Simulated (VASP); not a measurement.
Set up this calculation in VASP 6.6.1, as the native input.

| Property | Result |
| --- | --- |
| Task | single point |
| Functional | PBE |
| Potentials or basis | VASP PAW PBE potentials, release 64 (V_sv, N) |
| Cutoff | 520 eV |
| k mesh | 16 × 16 × 16 |
| Occupations | gaussian, width 0.15 eV |
| Spin | no spin polarisation |
| Dipole correction | no |
| Further INCAR settings | ALGO = Normal; EDIFF = 1e-06; NBANDS = 32 |

The structure of VN2 lies in POSCAR:

```
VN2
1.0
   -2.2071827141      2.2071827141      2.4842410755
    2.2071827141     -2.2071827141      2.4842410755
    2.2071827141      2.2071827141     -2.4842410755
V N
2 4
Direct
    0.2500000000      0.2500000000      0.0000000000
    0.7500000000      0.7500000000      0.0000000000
    0.1135731475      0.6135731475      0.7271462950
    0.6135731475      0.8864268525      0.5000000000
    0.8864268525      0.3864268525      0.2728537050
    0.3864268525      0.1135731475      0.5000000000
```

This cell differs from its parent crystal: strain +0.025 along x and y, +0.000 along z.

The input as run:

INCAR

```
SYSTEM = VN2
  ALGO = Normal
  EDIFF = 1E-6
  ENCUT = 520
  GGA = PE
  ISIF = 2
  ISMEAR = 0
  LASPH = .True.
  LCHARG = .False.
  LREAL = .False.
  LWAVE = .False.
  NBANDS = 32
  NELM = 60
  PREC = Accurate
  SIGMA = 0.15
```

KPOINTS

```
k-points
0
Gamma
  16 16 16
  0 0 0
```

Potentials or basis: VASP PAW PBE potentials, release 64 (V_sv, N).

Run with:

```bash
$ cat potpaw_PBE.64/V_sv/POTCAR potpaw_PBE.64/N/POTCAR > POTCAR
$ mpirun -np 1 vasp_std > vasp.out
```

Results of the run:

```
Pressure               : -14.7 GPa
Largest force          : 0.374 eV/Å
Band gap on the k mesh : zero (bands 23 and 24 overlap by 0.39 eV)
```

Caveat: the cell differs from its parent crystal (strain +0.025 along x and y, +0.000 along z); the stress differs along the axes, from -20 to -5 GPa; the run has no spin polarisation, though such a crystal can be magnetic.

It took 7.6 min on 1 thread of Intel(R) Xeon(R) Platinum 8488C (Sapphire Rapids), on a shared host, peak memory 0.5 GiB.
